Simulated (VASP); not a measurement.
# ZnO (P6_3/mmc) in VASP: further runs

The runs below take ZnO through single point, with PBE+D3(BJ).

All numbers are computed with VASP 6.6.1; they aren't measurements. Logs are shortened: lines on timing, memory, paths and dates and some standing lists are left out, and cuts for length are marked.

### 1 The cell of the first run

The structure is hexagonal, space group P6_3/mmc (No. 194). Conventional cell: a = 3.266 Å, b = 3.266 Å, c = 6.978 Å, α = 90.00°, β = 90.00°, γ = 120.00°. Within 2.5 Å of Zn (site symmetry -6m2) lie 3 O at 1.89 Å. O (site symmetry -6m2) has 3 Zn at 1.89 Å within 2.5 Å.

### 2 Single point, PBE+D3(BJ) (strain +0.1312 x Voigt [0, 0, 1, 0, 0, 0])

INCAR reads:

```
SYSTEM = ZnO
PREC = Accurate
ENCUT = 520
EDIFF = 1E-7
ISMEAR = 0
SIGMA = 0.05
LREAL = .False.
LASPH = .True.
NELM = 100
ALGO = Normal
ISIF = 2
LWAVE = .False.
LCHARG = .False.
GGA = PE
IVDW = 12
NBANDS = 26
```

KPOINTS reads:

```
regular mesh
0
Gamma
  12 12 6
  0 0 0
```

POSCAR reads:

```
ZnO
1.0
    3.2662751495      0.0000000000      0.0000000000
   -1.6331375747      2.8286772553      0.0000000000
    0.0000000000      0.0000000000      6.9782012466
Zn O
2 2
Direct
    0.0000000000      0.0000000000      0.7500000000
    0.0000000000      0.0000000000      0.2500000000
    0.3333333333      0.6666666667      0.2500000000
    0.6666666667      0.3333333333      0.7500000000
```

Potentials or basis: VASP PAW PBE potentials, release 64 (Zn, O).

Started as:

```sh
$ cat potpaw_PBE.64/Zn/POTCAR potpaw_PBE.64/O/POTCAR > POTCAR
$ mpirun -np 1 vasp_std > vasp.out
```

OUTCAR:

```text
SYSTEM = ZnO
   PREC = Accurate
   ENCUT = 520
   EDIFF = 1E-7
   ISMEAR = 0
   LREAL = .False.
   LASPH = .True.
   NELM = 100
   ISIF = 2
   GGA = PE
   IVDW = 12
 IVDW          = 12

 ion  position               nearest neighbor table
   1  0.000  0.000  0.750-   4 1.89   4 1.89   4 1.89
   2  0.000  0.000  0.250-   3 1.89   3 1.89   3 1.89
   3  0.333  0.667  0.250-   2 1.89   2 1.89   2 1.89
   4  0.667  0.333  0.750-   1 1.89   1 1.89   1 1.89

  LATTYP: Found a hexagonal cell.
 ALAT       =     3.2662751495
 C/A-ratio  =     2.1364401121

  Lattice vectors:

 A1 = (   3.2662751495,   0.0000000000,   0.0000000000)
 A2 = (  -1.6331375747,   2.8286772553,   0.0000000000)
 A3 = (   0.0000000000,   0.0000000000,   6.9782012466)

Analysis of symmetry for initial positions (statically):
=====================================================================
 Subroutine PRICEL returns:
 Original cell was already a primitive cell.

 Routine SETGRP: Setting up the symmetry group for a
 hexagonal supercell.

 Subroutine GETGRP returns: Found 24 space group operations
 (whereof 12 operations were pure point group operations)
 out of a pool of 24 trial point group operations.

The static configuration has the point symmetry D_3d.
 The point group associated with its full space group is D_6h.

Analysis of symmetry for dynamics (positions and initial velocities):
=====================================================================
 Subroutine PRICEL returns:
 Original cell was already a primitive cell.

 Routine SETGRP: Setting up the symmetry group for a
 hexagonal supercell.

 Subroutine GETGRP returns: Found 24 space group operations
 (whereof 12 operations were pure point group operations)
 out of a pool of 24 trial point group operations.

The dynamic configuration has the point symmetry D_3d.
 The point group associated with its full space group is D_6h.

 Subroutine INISYM returns: Found 24 space group operations
 (whereof 12 operations are pure point group operations),
 and found     1 'primitive' translations

----------------------------------------------------------------------------------------

                                     Primitive cell

  volume of cell :      64.4733

  direct lattice vectors                    reciprocal lattice vectors
     3.266275150  0.000000000  0.000000000     0.306159143  0.176761064  0.000000000
    -1.633137575  2.828677255  0.000000000     0.000000000  0.353522127  0.000000000
     0.000000000  0.000000000  6.978201247     0.000000000  0.000000000  0.143303405

  length of vectors
     3.266275150  3.266275150  6.978201247     0.353522127  0.353522127  0.143303405

  position of ions in fractional coordinates (direct lattice)
     0.000000000  0.000000000  0.750000000
     0.000000000  0.000000000  0.250000000
     0.333333333  0.666666667  0.250000000
     0.666666667  0.333333333  0.750000000

  ion indices of the primitive-cell ions
   primitive index   ion index
                 1           1
                 2           2
                 3           3
                 4           4

----------------------------------------------------------------------------------------

 KPOINTS: regular mesh

Automatic generation of k-mesh.
 Grid dimensions read from file:
 generate k-points for:   12   12    6

 Generating k-lattice:

  Cartesian coordinates                     Fractional coordinates (reciprocal lattice)
     0.025513262  0.014730089  0.000000000     0.083333333 -0.000000000  0.000000000
     0.000000000  0.029460177  0.000000000     0.000000000  0.083333333  0.000000000
     0.000000000  0.000000000  0.023883901     0.000000000  0.000000000  0.166666667

  Length of vectors
     0.029460177  0.029460177  0.023883901

  Shift w.r.t. Gamma in fractional coordinates (k-lattice)
     0.000000000  0.000000000  0.000000000

 Subroutine IBZKPT returns following result:
 ===========================================

 Found     76 irreducible k-points:

 Following reciprocal coordinates:
            Coordinates               Weight
  0.000000  0.000000  0.000000      1.000000
  0.083333  0.000000  0.000000      6.000000
  0.166667  0.000000  0.000000      6.000000
  0.250000  0.000000  0.000000      6.000000
  0.333333  0.000000  0.000000      6.000000
  0.416667  0.000000  0.000000      6.000000
[... 16 lines left out ...]
  0.250000  0.000000  0.166667     12.000000
  0.333333  0.000000  0.166667     12.000000
 [... further k-points ...]
   k-points           NKPTS =     76   k-points in BZ     NKDIM =     76   number of bands    NBANDS=     26
   number of dos      NEDOS =    301   number of ions     NIONS =      4
   total plane-waves  NPLWV =  31104
   dimension x,y,z NGX =    24 NGY =   24 NGZ =   54
   dimension x,y,z NGXF=    48 NGYF=   48 NGZF=  108
   ions per type =               2   2
   NGX,Y,Z   is equivalent  to a cutoff of  12.22, 12.22, 12.86 a.u.
   NGXF,Y,Z  is equivalent  to a cutoff of  24.43, 24.43, 25.73 a.u.
 SYSTEM =  ZnO
   PREC   = accura    normal or accurate (medium, high low for compatibility)
   ISTART =      0    job   : 0-new  1-cont  2-samecut
   ICHARG =      2    charge: 1-file 2-atom 10-const
   ISPIN  =      1    spin polarized calculation?
   LNONCOLLINEAR =      F non collinear calculations
   LSORBIT =      F    spin-orbit coupling
   LASPH  =      T    aspherical Exc in radial PAW
   ENCUT  =  520.0 eV  38.22 Ry    6.18 a.u.   6.07  6.07 12.97*2*pi/ulx,y,z
   NELM   =    100;   NELMIN=  2; NELMDL= -5     # of ELM steps
   EDIFF  = 0.1E-06   stopping-criterion for ELM
   LREAL  =      F    real-space projection
   EDIFFG = 0.1E-05   stopping-criterion for IOM
   NSW    =      0    number of steps for IOM
   IBRION =     -1    ionic relax: 0-MD 1-quasi-New 2-CG
   NFREE  =      0    steps in history (QN), initial steepest desc. (CG)
   ISIF   =      2    stress and relaxation
   ISYM   =      2    0-nonsym 1-usesym 2-fastsym
   POTIM  = 0.5000    time-step for ionic-motion
   TEBEG  =    0.0;   TEEND  =   0.0 temperature during run
   PSTRESS=    0.0 pullay stress
   NELECT =      36.0000    total number of electrons
   NUPDOWN=      -1.0000    fix difference up-down
   EMIN   =  10.00;   EMAX   =-10.00  energy-range for DOS
   EFERMI =   0.00;   METHOD = LEGACY
   ISMEAR =     0;   SIGMA  =   0.05  broadening in eV -4-tet -1-fermi 0-gaus
   EFERMI_NEDOS =   21; number of points for ismear=-14 and -15
   IALGO  =     38    algorithm
   IMIX   =      4    mixing-type and parameters
     AMIX     =   0.40;   BMIX     =  1.00
     AMIX_MAG =   1.60;   BMIX_MAG =  1.00
  volume/ion in A,a.u.               =      16.12       108.77
  Fermi-wavevector in a.u.,A,eV,Ry     =   1.348080  2.547502 24.726148  1.817321
  Thomas-Fermi vector in A             =   2.475778
   LORBIT       =      0    0 simple, 1 ext, 2 COOP (PROOUT), +10 PAW based schemes
   GGA     = PE    functional components
   LHFCALC =     F    Hartree Fock is set to
   AEXX    =    0.0000 exact exchange contribution
   IVDW    =    12    specifies the selected vdW correction
   LEPSILON=     F    determine dielectric tensor
   LRPA    =     F    only Hartree local field effects (RPA)
 non-spin polarized calculation
 Gauss-broadening in eV      SIGMA  =   0.05
  energy-cutoff  :      520.00
  volume of cell :       64.47
 maximum number of plane-waves:      1770
   NGX = 13   NGY = 13   NGZ = 25

 number of electron      36.0000012 magnetization

 Free energy of the ion-electron system (eV)
  ---------------------------------------------------
  ext. energy  EPLUGINS =         0.00000000
  ---------------------------------------------------
  free energy    TOTEN  =       -16.95595229 eV

  energy without entropy =      -16.95595229  energy(sigma->0) =      -16.95595229

 E-fermi :  -0.2432     XC(G=0):  -9.1108

 val. band max:       -0.5435714036   @ k =   0.0000   0.0000   0.0000
 cond. band min:       0.2643434209   @ k =   0.0000   0.0000   0.0000
 fundamental gap:      0.8079148245
 Fermi energy:        -0.2432269805

 k-point     1 :       0.0000    0.0000    0.0000
  band No.  band energies     occupation
      1     -18.1626      2.00000
      2     -18.0671      2.00000
      3      -6.7669      2.00000
      4      -6.7669      2.00000
      5      -6.7493      2.00000
      6      -6.7493      2.00000
[... 18 lines left out ...]
     25      12.3454      0.00000
     26      13.2156      0.00000

 k-point     2 :       0.0833    0.0000    0.0000
  band No.  band energies     occupation
      1     -18.1290      2.00000
      2     -18.0366      2.00000
      3      -6.7810      2.00000
      4      -6.7653      2.00000
      5      -6.7194      2.00000
      6      -6.7017      2.00000
[... 18 lines left out ...]
     25      12.4787      0.00000
     26      12.6345      0.00000

 k-point     3 :       0.1667    0.0000    0.0000
  band No.  band energies     occupation
      1     -18.0363      2.00000
      2     -17.9528      2.00000
      3      -6.8052      2.00000
      4      -6.7945      2.00000
      5      -6.5822      2.00000
      6      -6.5643      2.00000
[... 18 lines left out ...]
     25      11.6714      0.00000
     26      12.8244      0.00000

 k-point     4 :       0.2500    0.0000    0.0000
  band No.  band energies     occupation
      1     -17.9063      2.00000
      2     -17.8369      2.00000
      3      -6.7989      2.00000
      4      -6.7935      2.00000
      5      -6.3730      2.00000
      6      -6.3556      2.00000
[... 18 lines left out ...]
     25      12.1517      0.00000
     26      12.6873      0.00000

 k-point     5 :       0.3333    0.0000    0.0000
  band No.  band energies     occupation
      1     -17.7714      2.00000
      2     -17.7200      2.00000
      3      -6.7286      2.00000
      4      -6.7277      2.00000
      5      -6.1286      2.00000
      6      -6.1132      2.00000
[... 18 lines left out ...]
     25      11.7850      0.00000
     26      12.9309      0.00000

 k-point     6 :       0.4167    0.0000    0.0000
  band No.  band energies     occupation
      1     -17.6678      2.00000
      2     -17.6353      2.00000
      3      -6.6143      2.00000
      4      -6.6081      2.00000
      5      -5.9613      2.00000
      6      -5.9159      2.00000
[... 427 lines left out ...]
 k-point    21 :       0.0833    0.0000    0.1667
  band No.  band energies     occupation
      1     -18.1229      2.00000
      2     -18.0428      2.00000
      3      -6.7800      2.00000
      4      -6.7664      2.00000
      5      -6.7182      2.00000
      6      -6.7029      2.00000
[... 18 lines left out ...]
     25      12.5254      0.00000
     26      12.5567      0.00000

 k-point    22 :       0.1667    0.0000    0.1667
  band No.  band energies     occupation
      1     -18.0307      2.00000
      2     -17.9585      2.00000
      3      -6.8047      2.00000
      4      -6.7953      2.00000
      5      -6.5810      2.00000
      6      -6.5656      2.00000
[... 18 lines left out ...]
     25      12.5409      0.00000
     26      12.8750      0.00000

 k-point    23 :       0.2500    0.0000    0.1667
  band No.  band energies     occupation
      1     -17.9017      2.00000
      2     -17.8416      2.00000
      3      -6.7989      2.00000
      4      -6.7942      2.00000
      5      -6.3718      2.00000
      6      -6.3568      2.00000
[... 18 lines left out ...]
     25      12.5575      0.00000
     26      13.0829      0.00000

 k-point    24 :       0.3333    0.0000    0.1667
  band No.  band energies     occupation
      1     -17.7679      2.00000
      2     -17.7234      2.00000
      3      -6.7293      2.00000
      4      -6.7284      2.00000
      5      -6.1276      2.00000
      6      -6.1142      2.00000
[... 18 lines left out ...]
     25      11.7236      0.00000
     26      13.2550      0.00000

 [... further k-points ...]

------------------------ aborting loop because EDIFF is reached ----------------------------------------

 Edisp (eV)   -0.64828

 E8    (eV) :    -0.2441

  FORCE on cell =-STRESS in cart. coord.  units (eV):
  Direction    XX          YY          ZZ          XY          YZ          ZX
  --------------------------------------------------------------------------------------
  -------------------------------------------------------------------------------------
  Total       0.48501     0.48501    -0.64478     0.00000     0.00000     0.00000
  in kB      12.05250    12.05250   -16.02305     0.00000     0.00000     0.00000
  external pressure =        2.69 kB  Pullay stress =        0.00 kB

 VOLUME and BASIS-vectors are now :
 -----------------------------------------------------------------------------
  energy-cutoff  :      520.00
  volume of cell :       64.47
      direct lattice vectors                 reciprocal lattice vectors
     3.266275150  0.000000000  0.000000000     0.306159143  0.176761064  0.000000000
    -1.633137575  2.828677255  0.000000000     0.000000000  0.353522127  0.000000000
     0.000000000  0.000000000  6.978201247     0.000000000  0.000000000  0.143303405

 POSITION                                       TOTAL-FORCE (eV/Angst)
 -----------------------------------------------------------------------------------
      0.00000      0.00000      5.23365         0.000000     -0.000000     -0.000000
      0.00000      0.00000      1.74455        -0.000000      0.000000     -0.000000
     -0.00000      1.88578      1.74455         0.000000      0.000000      0.000000
      1.63314      0.94289      5.23365        -0.000000      0.000000     -0.000000
 -----------------------------------------------------------------------------------
    total drift:                               -0.000000      0.000000      0.000000

  FREE ENERGIE OF THE ION-ELECTRON SYSTEM (eV)
  ---------------------------------------------------
  free  energy   TOTEN  =       -17.6042364795 eV

  energy  without entropy=      -17.6042364795  energy(sigma->0) =      -17.60423648
```

It took 54 s on 1 thread of Intel Xeon 6975P-C (Granite Rapids), shared host; peak memory 0.25 GiB.

What came out:

```yaml
Free_energy: -17.6042 eV
Pressure: 0.3 GPa
Band_gap_on_the_k_mesh: 0.81 eV
Dispersion_energy_per_atom: -0.162 eV
```

Stress tensor (GPa, compression positive):
```
 1.21  0.00  0.00
 0.00  1.21  0.00
 0.00  0.00 -1.60
```

Caveat: the cell differs from its parent crystal (strain +0.1312 x Voigt [0, 0, 1, 0, 0, 0]). A k mesh can miss the band edges.

(Continued in part 2 of 2.)
